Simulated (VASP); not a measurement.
InSb: single point with PBEsol

InSb:

```
In Sb
1.0
     0.00000    3.27106    3.22739
     3.27106    0.00000    3.22739
     3.27106    3.27106    0.00000
In Sb
1 1
Direct
  0.00000 0.00000 0.00000
  0.25000 0.25000 0.25000
```

This cell differs from its parent crystal: strained cell.

```
Program                : VASP 6.6.1
Task                   : single point
Functional             : PBEsol
Potentials or basis    : VASP PAW PBE potentials, release 64 (In_d, Sb)
Cutoff                 : 500 eV
k mesh                 : 10 × 10 × 10
Occupations            : gaussian, width 0.1 eV
Spin                   : no spin polarisation
Dipole correction      : no
Further INCAR settings : ALGO = Normal; EDIFF = 1e-06; NBANDS = 16
```

The pressure is 0.1 GPa. The band gap on the k mesh is 0.06 eV.

Stress tensor (GPa, compression positive):
```
0.02 0.00 0.00
0.00 0.02 0.00
0.00 0.00 0.38
```

Levels at points of the mesh, in eV from the valence-band top:
```tsv
k point	band 5	band 6	band 7	band 8	band 9	band 10	band 11	band 12	band 13	band 14
(0.00, 0.00, 0.00)	-14.40	-10.63	-0.33	0.00	0.00	0.06	2.94	2.97	2.97	5.57
(0.50, 0.00, 0.00)	-14.40	-9.29	-5.56	-1.01	-0.92	0.46	3.76	3.83	5.99	8.10
(0.50, 0.50, 0.00)	-14.39	-8.68	-5.82	-2.25	-2.25	1.23	1.26	8.06	8.06	8.68
(0.50, 0.00, 0.50)	-14.40	-8.71	-5.88	-2.19	-2.18	1.33	1.33	8.01	8.07	8.60
```

Wall time 110 s on 1 thread of Intel Xeon 8259CL, on a shared host, peak memory 0.28 GiB.

Caveat: the cell differs from its parent crystal (strained cell); the smearing spreads over this small gap; semilocal functionals underestimate gaps, and a narrow one can read as zero; the PAW data sets were made with another functional, which shifts forces and pressure a little; spin-orbit coupling is left out, which moves the levels of the heavy elements. A k mesh can miss the band edges.
